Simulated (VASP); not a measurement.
# InCuO3 (R3m) in VASP: single point with LDA

Aim: the single point of InCuO3 with LDA.

Program: VASP 6.6.1. These are calculated values, not measurements. Logs are shortened: lines on timing, memory, paths and dates and some standing lists are left out, and cuts for length are marked.

### Step 1. The cell of the first run

It takes space group R3m (No. 160, trigonal). The conventional cell has a = 3.447 Å, b = 3.447 Å, c = 17.122 Å, α = 90.00°, β = 90.00°, γ = 120.00°. Within 2.9 Å of In (site symmetry 3m) lie 7 O at 2.18 to 2.65 Å. Within 2.5 Å of Cu (site symmetry 3m) lie 5 O at 1.86 to 1.99 Å. Within 2.5 Å of O (site symmetry 3m) lie 1 Cu at 1.86 Å and 3 In at 2.18 Å. O (site symmetry 3m) has 1 Cu at 1.88 Å and 3 In at 2.26 Å within 2.5 Å. Within 2.7 Å of O (site symmetry 3m) lie 3 Cu at 1.99 Å and 1 In at 2.65 Å and 3 O at 2.65 Å.

### Step 2. Single point, LDA

INCAR reads:

```
ALGO = Normal ; EDIFF = 1E-6
ENCUT = 520 ; ISIF = 2
ISMEAR = -1 ; LASPH = True
LCHARG = True ; LELF = True
LREAL = False ; LVHAR = True
LWAVE = False ; NBANDS = 29
NELM = 60 ; PREC = Accurate
SIGMA = 0.01
```

KPOINTS reads:

```
Automatic mesh
0
Gamma
  10 10 10
  0.5 0.5 0.5
```

POSCAR reads:

```
InCuO3
1.0
    6.0442830000      0.0000000000      0.0000000000
    5.0611956467      3.3041875869      0.0000000000
    5.0611956467      1.5058459309      2.9411024535
In Cu O
1 1 3
Direct
    0.5021690000      0.5021690000      0.5021690000
    0.9969470000      0.9969470000      0.9969470000
    0.8880900000      0.8880900000      0.8880900000
    0.1065880000      0.1065880000      0.1065880000
    0.6566720000      0.6566720000      0.6566720000
```

Potentials or basis: VASP PAW LDA potentials, release 64 (In_d, Cu, O).

The run is started by

```bash
$ cat potpaw_LDA.64/In_d/POTCAR potpaw_LDA.64/Cu/POTCAR potpaw_LDA.64/O/POTCAR > POTCAR
$ mpirun -np 1 vasp_std > vasp.out
```

OUTCAR:

```text
EDIFF = 1E-6
   ENCUT = 520
   ISIF = 2
   ISMEAR = -1
   LASPH = True
   LREAL = False
   NELM = 60
   PREC = Accurate

 ion  position               nearest neighbor table
   1  0.502  0.502  0.502-   3 2.18   3 2.18   3 2.18   4 2.26   4 2.26   4 2.26   5 2.65   2 3.41
                             2 3.41   2 3.41
   2  0.997  0.997  0.997-   3 1.86   4 1.88   5 1.99   5 1.99   5 1.99   1 3.41   1 3.41   1 3.41

   3  0.888  0.888  0.888-   2 1.86   1 2.18   1 2.18   1 2.18
   4  0.107  0.107  0.107-   2 1.88   1 2.26   1 2.26   1 2.26
   5  0.657  0.657  0.657-   2 1.99   2 1.99   2 1.99   1 2.65

  LATTYP: Found a trigonal (rhomboedric) cell.
 ALAT       =     6.0442830000
 COS(alpha) =     0.8373525275

  Lattice vectors:

 A1 = (   6.0442830000,   0.0000000000,   0.0000000000)
 A2 = (   5.0611956467,   3.3041875869,   0.0000000000)
 A3 = (   5.0611956467,   1.5058459309,   2.9411024535)

Analysis of symmetry for initial positions (statically):
=====================================================================
 Subroutine PRICEL returns:
 Original cell was already a primitive cell.

 Routine SETGRP: Setting up the symmetry group for a
 trigonal (rhombohedral) supercell.

 Subroutine GETGRP returns: Found  6 space group operations
 (whereof  6 operations were pure point group operations)
 out of a pool of 12 trial point group operations.

The static configuration has the point symmetry C_3v.

Analysis of symmetry for dynamics (positions and initial velocities):
=====================================================================
 Subroutine PRICEL returns:
 Original cell was already a primitive cell.

 Routine SETGRP: Setting up the symmetry group for a
 trigonal (rhombohedral) supercell.

 Subroutine GETGRP returns: Found  6 space group operations
 (whereof  6 operations were pure point group operations)
 out of a pool of 12 trial point group operations.

The dynamic configuration has the point symmetry C_3v.

 Subroutine INISYM returns: Found  6 space group operations
 (whereof  6 operations are pure point group operations),
 and found     1 'primitive' translations

----------------------------------------------------------------------------------------

                                     Primitive cell

  volume of cell :      58.7381

  direct lattice vectors                    reciprocal lattice vectors
     6.044283000  0.000000000  0.000000000     0.165445595 -0.253421607 -0.154955034
     5.061195647  3.304187587  0.000000000     0.000000000  0.302646255 -0.154955034
     5.061195647  1.505845931  2.941102454     0.000000000  0.000000000  0.340008557

  length of vectors
     6.044283000  6.044283000  6.044283000     0.340008557  0.340008557  0.340008557

  position of ions in fractional coordinates (direct lattice)
     0.502169000  0.502169000  0.502169000
     0.996947000  0.996947000  0.996947000
     0.888090000  0.888090000  0.888090000
     0.106588000  0.106588000  0.106588000
     0.656672000  0.656672000  0.656672000

  ion indices of the primitive-cell ions
   primitive index   ion index
                 1           1
                 2           2
                 3           3
                 4           4
                 5           5

----------------------------------------------------------------------------------------

 KPOINTS: Automatic mesh

Automatic generation of k-mesh.
 Grid dimensions read from file:
 generate k-points for:   10   10   10

 Generating k-lattice:

  Cartesian coordinates                     Fractional coordinates (reciprocal lattice)
     0.016544560 -0.025342161 -0.015495503     0.100000000  0.000000000 -0.000000000
     0.000000000  0.030264626 -0.015495503     0.000000000  0.100000000 -0.000000000
     0.000000000  0.000000000  0.034000856     0.000000000  0.000000000  0.100000000

  Length of vectors
     0.034000856  0.034000856  0.034000856

  Shift w.r.t. Gamma in fractional coordinates (k-lattice)
     0.500000000  0.500000000  0.500000000

 Subroutine IBZKPT returns following result:
 ===========================================

 Found    110 irreducible k-points:

 Following reciprocal coordinates:
            Coordinates               Weight
  0.050000  0.050000  0.050000      2.000000
  0.150000  0.050000  0.050000      6.000000
  0.250000  0.050000  0.050000      6.000000
  0.350000  0.050000  0.050000      6.000000
  0.450000  0.050000  0.050000      6.000000
 -0.450000  0.050000  0.050000      6.000000
[... 16 lines left out ...]
 -0.450000  0.250000  0.050000     12.000000
 -0.350000  0.250000  0.050000     12.000000
 [... further k-points ...]
   k-points           NKPTS =    110   k-points in BZ     NKDIM =    110   number of bands    NBANDS=     29
   number of dos      NEDOS =    301   number of ions     NIONS =      5
   total plane-waves  NPLWV = 110592
   dimension x,y,z NGX =    48 NGY =   48 NGZ =   48
   dimension x,y,z NGXF=    96 NGYF=   96 NGZF=   96
   ions per type =               1   1   3
   NGX,Y,Z   is equivalent  to a cutoff of  13.20, 13.20, 13.20 a.u.
   NGXF,Y,Z  is equivalent  to a cutoff of  26.40, 26.40, 26.40 a.u.
 SYSTEM =  unknown system
   PREC   = accura    normal or accurate (medium, high low for compatibility)
   ISTART =      0    job   : 0-new  1-cont  2-samecut
   ICHARG =      2    charge: 1-file 2-atom 10-const
   ISPIN  =      1    spin polarized calculation?
   LNONCOLLINEAR =      F non collinear calculations
   LSORBIT =      F    spin-orbit coupling
   LASPH  =      T    aspherical Exc in radial PAW
   ENCUT  =  520.0 eV  38.22 Ry    6.18 a.u.  11.24 11.24 11.24*2*pi/ulx,y,z
   NELM   =     60;   NELMIN=  2; NELMDL= -5     # of ELM steps
   EDIFF  = 0.1E-05   stopping-criterion for ELM
   LREAL  =      F    real-space projection
   EDIFFG = 0.1E-04   stopping-criterion for IOM
   NSW    =      0    number of steps for IOM
   IBRION =     -1    ionic relax: 0-MD 1-quasi-New 2-CG
   NFREE  =      0    steps in history (QN), initial steepest desc. (CG)
   ISIF   =      2    stress and relaxation
   ISYM   =      2    0-nonsym 1-usesym 2-fastsym
   POTIM  = 0.5000    time-step for ionic-motion
   TEBEG  =    0.0;   TEEND  =   0.0 temperature during run
   PSTRESS=    0.0 pullay stress
   NELECT =      42.0000    total number of electrons
   NUPDOWN=      -1.0000    fix difference up-down
   EMIN   =  10.00;   EMAX   =-10.00  energy-range for DOS
   EFERMI =   0.00;   METHOD = LEGACY
   ISMEAR =    -1;   SIGMA  =   0.01  broadening in eV -4-tet -1-fermi 0-gaus
   EFERMI_NEDOS =   21; number of points for ismear=-14 and -15
   IALGO  =     38    algorithm
   IMIX   =      4    mixing-type and parameters
     AMIX     =   0.40;   BMIX     =  1.00
     AMIX_MAG =   1.60;   BMIX_MAG =  1.00
  volume/ion in A,a.u.               =      11.75        79.28
  Fermi-wavevector in a.u.,A,eV,Ry     =   1.463922  2.766412 29.158220  2.143069
  Thomas-Fermi vector in A             =   2.579960
   LORBIT       =      0    0 simple, 1 ext, 2 COOP (PROOUT), +10 PAW based schemes
   GGA     = CA    functional components
   LHFCALC =     F    Hartree Fock is set to
   AEXX    =    0.0000 exact exchange contribution
   IVDW    =     0    specifies the selected vdW correction
   LEPSILON=     F    determine dielectric tensor
   LRPA    =     F    only Hartree local field effects (RPA)
 non-spin polarized calculation
  energy-cutoff  :      520.00
  volume of cell :       58.74
 maximum number of plane-waves:      1602
 NGX is ok and might be reduce to    48
   NGX = 23   NGY = 23   NGZ = 23

 number of electron      41.9999999 magnetization

 Free energy of the ion-electron system (eV)
  ---------------------------------------------------
  ext. energy  EPLUGINS =         0.00000000
  ---------------------------------------------------
  free energy    TOTEN  =       -30.04021398 eV

  energy without entropy =      -30.03994008  energy(sigma->0) =      -30.04007703

 E-fermi :   5.0535     XC(G=0): -11.7117

 val. band max:        5.0147846926   @ k =  -0.0500   0.2500   0.0500
 cond. band min:       5.0617263884   @ k =   0.3500   0.0500   0.0500
 fundamental gap:      0.0469416958
 Fermi energy:         5.0534984868

 k-point     1 :       0.0500    0.0500    0.0500
  band No.  band energies     occupation
      1     -13.8776      2.00000
      2     -12.2717      2.00000
      3     -11.8596      2.00000
      4      -8.5354      2.00000
      5      -8.5354      2.00000
      6      -8.2540      2.00000
[... 21 lines left out ...]
     28      17.8526      0.00000
     29      17.8526      0.00000

 k-point     2 :       0.1500    0.0500    0.0500
  band No.  band energies     occupation
      1     -13.8039      2.00000
      2     -12.3498      2.00000
      3     -11.8265      2.00000
      4      -8.5073      2.00000
      5      -8.4501      2.00000
      6      -8.2459      2.00000
[... 21 lines left out ...]
     28      17.1411      0.00000
     29      18.0398      0.00000

 k-point     3 :       0.2500    0.0500    0.0500
  band No.  band energies     occupation
      1     -13.6138      2.00000
      2     -12.4886      2.00000
      3     -11.7848      2.00000
      4      -8.4402      2.00000
      5      -8.3283      2.00000
      6      -8.2219      2.00000
[... 21 lines left out ...]
     28      16.1294      0.00000
     29      18.0640      0.00000

 k-point     4 :       0.3500    0.0500    0.0500
  band No.  band energies     occupation
      1     -13.3700      2.00000
      2     -12.6212      2.00000
      3     -11.7526      2.00000
      4      -8.3818      2.00000
      5      -8.3449      2.00000
      6      -8.1684      2.00000
[... 597 lines left out ...]
     28      16.0900      0.00000
     29      17.3924      0.00000

 k-point    23 :      -0.4500    0.2500    0.0500
  band No.  band energies     occupation
      1     -13.1400      2.00000
      2     -12.6607      2.00000
      3     -11.7551      2.00000
      4      -8.3134      2.00000
      5      -8.2487      2.00000
      6      -8.1457      2.00000
[... 21 lines left out ...]
     28      16.1889      0.00000
     29      17.1013      0.00000

 k-point    24 :      -0.3500    0.2500    0.0500
  band No.  band energies     occupation
      1     -13.1191      2.00000
      2     -12.6336      2.00000
      3     -11.7554      2.00000
      4      -8.3236      2.00000
      5      -8.2285      2.00000
      6      -8.1259      2.00000
[... 21 lines left out ...]
     28      16.0658      0.00000
     29      16.7557      0.00000

 [... further k-points ...]
[... 5 lines left out ...]
  --------------------------------------------------------------------------------------
  -------------------------------------------------------------------------------------
  Total       -4.4167405     -4.2302016     -4.2188583     -0.0608907     -0.0110775     -0.0372317
  in kB     -120.4738615   -115.3857059   -115.0762977     -1.6608942     -0.3021561     -1.0155563
  external PRESSURE =    -116.9786217 kB  Pullay stress =       0.0000000 kB

 VOLUME and BASIS-vectors are now :
 -----------------------------------------------------------------------------
  energy-cutoff  :      520.00
  volume of cell :       58.74
      direct lattice vectors                 reciprocal lattice vectors
     6.044283000  0.000000000  0.000000000     0.165445595 -0.253421607 -0.154955034
     5.061195647  3.304187587  0.000000000     0.000000000  0.302646255 -0.154955034
     5.061195647  1.505845931  2.941102454     0.000000000  0.000000000  0.340008557

 POSITION                                       TOTAL-FORCE (eV/Angst)
 -----------------------------------------------------------------------------------
      8.11840      2.41545      1.47693         0.072874      0.021682      0.013258
     16.11732      4.79535      2.93212         0.042123      0.012533      0.007663
     14.35746      4.27174      2.61196         0.042650      0.012690      0.007759
      1.72317      0.51269      0.31349        -0.110237     -0.032799     -0.020055
     10.61620      3.15861      1.93134        -0.047410     -0.014106     -0.008625
 -----------------------------------------------------------------------------------
    total drift:                                0.001001      0.000298      0.000182

  FREE ENERGIE OF THE ION-ELECTRON SYSTEM (eV)
  ---------------------------------------------------
  free  energy   TOTEN  =       -30.0402139824 eV

  energy  without entropy=      -30.0399400763  energy(sigma->0) =      -30.04007703
```

It took 8 min on 1 thread of AMD EPYC 7R13 (Zen 3), shared host; peak memory 0.36 GiB.

What came out:

```yaml
Free_energy: -30.0402 eV
Pressure: -11.7 GPa
Largest_force: 0.117 eV/Å
Band_gap_on_the_k_mesh: zero (bands 21 and 22 overlap by 0.39 eV)
```

Forces in eV/Å, atoms in the order of the input:
```
In   0.073  0.022  0.013
Cu   0.042  0.013  0.008
O    0.043  0.013  0.008
O   -0.110 -0.033 -0.020
O   -0.047 -0.014 -0.009
```

Caveat: the cell stands under tension; spin-orbit coupling is left out, which moves the levels of the heavy elements; semilocal functionals often make such compounds metallic where correlation or magnetic order opens a gap, which also shifts bond lengths.

The gap in the log of VASP goes by the Fermi energy; the results here count the filled bands.